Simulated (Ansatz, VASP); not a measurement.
**PbO: VASP beside Ansatz**

```xyz
2
Lattice="3.3831 0.0000 0.0000 0.0000 3.3831 0.0000 0.0000 0.0000 3.3831" Properties=species:S:1:pos:R:3 pbc="T T T"
O     1.6915    1.6915    1.6915
Pb    0.0000    0.0000    0.0000
```

Alike in both runs: task single point; functional PBEsol; k mesh 6 × 6 × 6; occupations gaussian, width 0.1 eV; no spin polarisation.

|  | VASP | Ansatz |
| --- | --- | --- |
| version | VASP 6.6.1 | Ansatz 0.2.0 |
| potentials or method | VASP PAW PBE potentials, release 64 (O, Pb_d), cutoff 520 eV | scalar-relativistic, plane waves, PAW |
| valence electrons in the cell | 20 | 20 |

```csv
,VASP,Ansatz,Ansatz less VASP
gap on the k mesh at the Fermi level (eV),0.30,0.30,+0.002
least direct gap on the mesh (eV),0.53,0.53,0.000
pressure (GPa),-13.8,-13.7,+0.11
```

VASP's potentials were made for PBE, not for PBEsol.

Spin-orbit coupling is off throughout.
